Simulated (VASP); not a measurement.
Set up this calculation in VASP 6.6.1, as the native input.

| Property | Result |
| --- | --- |
| Task | single point |
| Functional | HSE06 |
| Potentials or basis | VASP PAW PBE potentials, release 64 (Mo_sv) |
| Cutoff | 400 eV |
| k mesh | 7 × 7 × 7 |
| Occupations | fermi-dirac, width 0.15 eV |
| Spin | no spin polarisation |
| Dipole correction | no |
| Grid for exact exchange (PRECFOCK) | Normal |
| Further INCAR settings | ALGO = Normal; EDIFF = 1e-06; NBANDS = 13 |
| Share of exact exchange | 0.25 |
| Screening parameter | 0.2079 1/Å |

Crystal: Mo.

```
Mo
1.0
    -1.70611    1.70611    1.70611
     1.70611   -1.70611    1.70611
     1.70611    1.70611   -1.70611
Mo
1
Cartesian
  0.0000 0.0000 0.0000
```

The input as run:

POSCAR

```
Mo
1.0
   -1.7061064950      1.7061064950      1.7061064950
    1.7061064950     -1.7061064950      1.7061064950
    1.7061064950      1.7061064950     -1.7061064950
Mo
1
Direct
    0.0000000000      0.0000000000      0.0000000000
```

INCAR.step1

```
PREC = Accurate
ENCUT = 400
EDIFF = 1E-5
ISMEAR = -1
SIGMA = 0.15
LREAL = False
LASPH = True
NELM = 120
ALGO = Normal
ISIF = 2
LWAVE = True
GGA = PE
NBANDS = 13
GGA_COMPAT = False
```

INCAR.step2

```
PREC = Accurate
ENCUT = 400
EDIFF = 1E-6
ISMEAR = -1
SIGMA = 0.15
LREAL = False
LASPH = True
NELM = 120
ALGO = Normal
ISIF = 2
LWAVE = False
LCHARG = True
GGA = PE
LHFCALC = True
HFSCREEN = 0.2079
PRECFOCK = Normal
LELF = True
LVHAR = True
ISTART = 1
NBANDS = 13
GGA_COMPAT = False
```

KPOINTS

```
regular mesh
0
Gamma
  7 7 7
```

Potentials or basis: VASP PAW PBE potentials, release 64 (Mo_sv).

The run is started by

```bash
$ cat potpaw_PBE.64/Mo_sv/POTCAR > POTCAR
$ cp INCAR.step1 INCAR
$ mpirun -np 1 vasp_std > vasp.out
$ cp INCAR.step2 INCAR
$ mpirun -np 1 vasp_std > vasp.out
```

It gave:

```
Pressure               : -42.5 GPa
Band gap on the k mesh : zero (bands 7 and 8 overlap by 3.68 eV)
```

Caveat: the k points lie up to 0.37 Å⁻¹ apart, too coarse for converged energies and pressures of a metal; the PAW data sets were made with another functional, which shifts forces and pressure a little.

Wall time 23 min on 1 thread of Intel(R) Xeon(R) Platinum 8259CL CPU @ 2.50GHz (Skylake/Cascade Lake), with other jobs on the host, peak memory 0.23 GiB.
